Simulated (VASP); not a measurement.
Here is a VASP 6.6.1 calculation.

The input INCAR:

```
SYSTEM = Lu
ALGO = Normal ; EDIFF = 1E-7
ENCUT = 520 ; GGA = RE
ISIF = 2 ; ISMEAR = -1
LASPH = .True. ; LCHARG = .False.
LREAL = .False. ; LWAVE = .False.
NBANDS = 18 ; NELM = 100
PREC = Accurate ; SIGMA = 0.1
```

The input KPOINTS:

```
k-points
0
Gamma
  11 11 11
  0 0 0
```

Contents of POSCAR:

```
Lu
1.0
    3.1620102853      0.0000000000      0.0000000000
    0.0000000000      3.1620102853      0.0000000000
    0.0000000000      0.0000000000      3.1620102853
Lu
1
Direct
    0.0000000000      0.0000000000      0.0000000000
```

Potentials or basis: VASP PAW PBE potentials, release 64 (Lu).

Command:

```bash
$ cat potpaw_PBE.64/Lu/POTCAR > POTCAR
$ mpirun -np 1 vasp_std > vasp.out
```

**Question.** Predict the band gap on the k mesh.

**Answer.** Zero (an odd number of electrons rules out a gap without spin polarisation).

**Question.** What does it give for the pressure?

**Answer.** 2.6 GPa.

Caveat: the PAW data sets were made with another functional, which shifts forces and pressure a little; spin-orbit coupling is left out, which moves the levels of the heavy elements.
